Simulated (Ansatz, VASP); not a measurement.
**ZnS: VASP beside Ansatz**

```
Zn S
1.0
     4.07526    0.00000    0.00000
    -2.03763    3.52928    0.00000
     0.00000    0.00000   11.81418
Zn S
4 4
Cartesian
  0.0000 0.0000 0.0006
  0.0000 0.0000 5.9077
  0.0000 2.3529 2.9538
  2.0376 1.1764 8.8609
  0.0000 0.0000 2.2127
  0.0000 0.0000 8.1198
  0.0000 2.3529 5.1703
  2.0376 1.1764 11.0774
```

Alike in both runs: task single point; functional PBE; k mesh 9 × 9 × 4; occupations gaussian, width 0.05 eV; no spin polarisation.

|  | VASP | Ansatz |
| --- | --- | --- |
| version | VASP 6.6.1 | Ansatz 0.2.0 |
| potentials or method | VASP PAW PBE potentials, release 64 (Zn, S), cutoff 520 eV | scalar-relativistic, plane waves, PAW |
| valence electrons in the cell | 72 | 72 |

Ansatz gave:

```
gap on the k mesh at the Fermi level (eV)                     : 1.72
least direct gap on the mesh (eV)                             : 1.72
pressure (GPa)                                                : -1.5
traceless stress, the component that is largest in VASP (GPa) : 10.17
rms of the force components (eV/Å)                            : 0.508
```

Question: What did VASP give for the same quantities?

Answer: gap on the k mesh at the Fermi level (eV): 1.72; least direct gap on the mesh (eV): 1.72; pressure (GPa): -1.4; traceless stress, the component that is largest in VASP (GPa): 10.23; rms of the force components (eV/Å): 0.514.

Atom by atom the forces differ by 0.006 eV/Å (rms over components).
